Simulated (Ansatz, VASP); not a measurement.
TiAl3: VASP beside Ansatz

File INCAR:

```
SYSTEM = TiAl3
PREC = Accurate
ENCUT = 600
EDIFF = 1E-7
ISMEAR = -1
SIGMA = 0.05
LREAL = .FALSE.
LASPH = .TRUE.
NELM = 80
ALGO = Fast
ISIF = 3
LWAVE = .FALSE.
LCHARG = .FALSE.
GGA = RP
IVDW = 12
IBRION = 2
NSW = 60
EDIFFG = -0.01
```

The input KPOINTS:

```
Automatic mesh
0
G
  10 10 10
  0 0 0
```

Contents of POSCAR:

```
TiAl3
1.0
   -1.9111067713      1.9111067713      4.2806687947
    1.9111067713     -1.9111067713      4.2806687947
    1.9111067713      1.9111067713     -4.2806687947
Ti Al
1 3
Direct
    0.0000000000      0.0000000000      0.0000000000
    0.2500000000      0.7500000000      0.5000000000
    0.7500000000      0.2500000000      0.5000000000
    0.5000000000      0.5000000000      0.0000000000
```

The input input.yaml:

```yaml
crystal:
  lattice:
    - [-1.9111067713, 1.9111067713, 4.2806687947]
    - [1.9111067713, -1.9111067713, 4.2806687947]
    - [1.9111067713, 1.9111067713, -4.2806687947]
  atoms:
    - { symbol: Ti, position: [0.0, 0.0, 0.0] }
    - { symbol: Al, position: [0.25, 0.75, 0.5] }
    - { symbol: Al, position: [0.75, 0.25, 0.5] }
    - { symbol: Al, position: [0.5, 0.5, 0.0] }
hamiltonian:
  xc: rpbe
  pseudopotentials: { kind: paw }
  dispersion: d3bj
kpoints:
  mp_grid: { grid: [10, 10, 10] }
scf:
  occupations: { method: fermi_dirac, width: 0.05 }
output:
  forces: true
  stress: true
  eigenvalues: true
  write_density: true
  write_potential: true
  elf: true
  volumetric_format: npy
relax:
  f_tol: 0.01
  max_steps: 40
  cell: { stress_tol: 0.05 }
```

Alike in both runs: task relaxation of cell and atoms; functional RPBE; dispersion D3(BJ); k mesh 10 × 10 × 10; occupations fermi-dirac, width 0.05 eV; no spin polarisation.

```csv
,VASP,Ansatz
version,VASP 6.6.1,Ansatz 0.2.0
potentials or method,"VASP PAW PBE potentials, release 64 (Ti_sv, Al)",Ansatz PAW
plane-wave cutoff (eV),600,420
valence electrons in the cell,21,21
```

```csv
,VASP,Ansatz,Ansatz less VASP
"gap on the k mesh at the Fermi level, each at its own relaxed structure (eV)",none,none,-
relaxed volume (Å³/atom),13.02,13.04,+0.018
relaxed cell length with the largest relative difference (Å),4.753,4.756,+0.0023
```

VASP's potentials were made for PBE, not for RPBE. A gap of «none» marks a metal or a gap that the smearing closes.

Noted on VASP's run: the volume moved by over 15 % at a fixed basis, so the end points are rough. Noted on Ansatz's run: the volume moved by over 15 % at a fixed basis, so the end points are rough; the plane-wave basis is chosen anew once the cell has moved, so the energies of steps on either side of that aren't comparable.
